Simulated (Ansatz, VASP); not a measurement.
**One calculation of NbC4, two programs**

```
Nb C
1.0
     4.17180    0.00000    0.00000
     0.00000    4.17180    0.00000
     0.00000    0.00000    4.17180
Nb C
1 4
Direct
  0.00000 0.00000 0.00000
  0.50000 0.00000 0.00000
  0.00000 0.50000 0.00000
  0.00000 0.00000 0.50000
  0.50000 0.50000 0.50000
```

Alike in both runs: functional PBE; k mesh 10 × 10 × 10; occupations gaussian, width 0.1 eV; no spin polarisation.

Ansatz relaxed the structure, and its values are those at the end. VASP's run is a single point on that final structure, the one shown.

|  | VASP | Ansatz |
| --- | --- | --- |
| version | VASP 6.6.1 | Ansatz 0.2.0 |
| potentials or method | VASP PAW PBE potentials, release 64 (Nb_sv, C), cutoff 520 eV | scalar-relativistic, plane waves, PAW |
| valence electrons in the cell | 29 | 29 |

|  | VASP | Ansatz | Ansatz less VASP |
| --- | --- | --- | --- |
| gap on the k mesh at the Fermi level (eV) | none | none | - |
| pressure (GPa) | -0.3 | 0.0 | +0.25 |

A gap of «none» marks a metal or a gap that the smearing closes.
